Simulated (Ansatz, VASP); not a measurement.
**MoS2: VASP beside Ansatz**

File INCAR:

```
SYSTEM = MoS2
PREC = Accurate
ENCUT = 520
EDIFF = 1E-6
ISMEAR = 0
SIGMA = 0.05
LREAL = .False.
LASPH = .True.
NELM = 100
ALGO = Normal
ISIF = 2
LWAVE = .False.
LCHARG = .False.
GGA = PE
IVDW = 12
NBANDS = 35
```

The input KPOINTS:

```
regular mesh
0
Gamma
  12 12 4
  0 0 0
```

The input POSCAR:

```
MoS2
1.0
    3.0549000000      0.0000000000      0.0000000000
   -1.5274500000      2.6456210060      0.0000000000
    0.0000000000      0.0000000000     12.0957854159
Mo S
2 4
Direct
    0.6666666667      0.3333333333      0.2501439769
    0.3333333333      0.6666666667      0.7498560231
    0.3333333333      0.6666666667      0.3795985159
    0.6666666667      0.3333333333      0.8793132861
    0.3333333333      0.6666666667      0.1206867139
    0.6666666667      0.3333333333      0.6204014841
```

Input for Ansatz:

```yaml
crystal:
  lattice:
    - [3.0549, 0.0, 0.0]
    - [-1.52745, 2.645621006, 0.0]
    - [0.0, 0.0, 12.0957854159]
  atoms:
    - { symbol: Mo, position: [0.6666666667, 0.3333333333, 0.2501439769] }
    - { symbol: Mo, position: [0.3333333333, 0.6666666667, 0.7498560231] }
    - { symbol: S, position: [0.3333333333, 0.6666666667, 0.3795985159] }
    - { symbol: S, position: [0.6666666667, 0.3333333333, 0.8793132861] }
    - { symbol: S, position: [0.3333333333, 0.6666666667, 0.1206867139] }
    - { symbol: S, position: [0.6666666667, 0.3333333333, 0.6204014841] }
basis:
  ecutwfc: 420
kpoints:
  mp_grid: { grid: [12, 12, 4] }
hamiltonian:
  xc: pbe
  pseudopotentials: { kind: paw, azcp: { folder: soft_1 } }
  dispersion: d3bj
scf:
  occupations: { method: gaussian, width: 0.05 }
output:
  forces: true
  stress: true
  eigenvalues: true
```

Alike in both runs: task single point; functional PBE; dispersion D3(BJ); k mesh 12 × 12 × 4; occupations gaussian, width 0.05 eV; no spin polarisation.

|  | VASP | Ansatz |
| --- | --- | --- |
| version | VASP 6.6.1 | Ansatz 0.2.0 |
| potentials or method | VASP PAW PBE potentials, release 64 (Mo_sv, S), cutoff 520 eV | scalar-relativistic, plane waves, PAW |
| valence electrons in the cell | 52 | 52 |

Ansatz gave:

- gap on the k mesh at the Fermi level (eV): 0.85
- least direct gap on the mesh (eV): 2.02
- pressure (GPa): 10.4
- traceless stress, the component that is largest in VASP (GPa): -3.39
- rms of the force components (eV/Å): 0.321

**Question.** Estimate VASP's values.

**Answer.** gap on the k mesh at the Fermi level (eV): 0.86; least direct gap on the mesh (eV): 2.02; pressure (GPa): 10.2; traceless stress, the component that is largest in VASP (GPa): -3.47; rms of the force components (eV/Å): 0.312.

Atom by atom the forces differ by 0.009 eV/Å (rms over components).
